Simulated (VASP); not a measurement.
Set up this calculation in VASP 6.6.1, as the native input.

```
Task                   : relaxation of shape and atoms at fixed volume
Functional             : LDA
Potentials or basis    : VASP PAW LDA potentials, release 64 (Ti_sv, Hg)
Cutoff                 : 600 eV
k mesh                 : 14 × 14 × 10
Occupations            : fermi-dirac, width 0.15 eV
Spin                   : no spin polarisation
Dipole correction      : no
Further INCAR settings : ALGO = Fast; EDIFF = 1e-06; IBRION = 2; EDIFFG = -0.001; NSW = 80; ISIF = 4
```

The structure of TiHg lies in POSCAR:

```
TiHg
1.0
    2.9226719893      0.0000000000      0.0000000000
    0.0000000000      2.9226719893      0.0000000000
    0.0000000000      0.0000000000      3.9765293207
Ti Hg
1 1
Direct
    0.5000000000      0.5000000000      0.5000000000
    0.0000000000      0.0000000000      0.0000000000
```

One way to write it, as run:

INCAR

```
  PREC = Accurate
  ENCUT = 600
  EDIFF = 1E-6
  ISMEAR = -1
  SIGMA = 0.15
  LREAL = F
  LASPH = T
  NELM = 60
  ALGO = Fast
  ISIF = 4
  LWAVE = F
  LCHARG = F
  GGA = CA
  IBRION = 2
  NSW = 80
  EDIFFG = -0.001
```

KPOINTS

```
regular mesh
0
Gamma
  14 14 10
```

Potentials or basis: VASP PAW LDA potentials, release 64 (Ti_sv, Hg).

Command:

```console
$ cat potpaw_LDA.64/Ti_sv/POTCAR potpaw_LDA.64/Hg/POTCAR > POTCAR
$ mpirun -np 1 vasp_std > vasp.out
```

Results of the run:

The energy gained by relaxing is 0.0 meV/atom, the ionic steps are 4 and the pressure after relaxing is 4.1 GPa. The band gap on the k mesh is zero (bands 12 and 13 overlap by 1.29 eV).

Caveat: spin-orbit coupling is left out, which moves the levels of the heavy elements.

It took 9.1 min on 1 thread of Oxide Virtual Turin-like Processor, with other jobs on the host, peak memory 0.24 GiB.
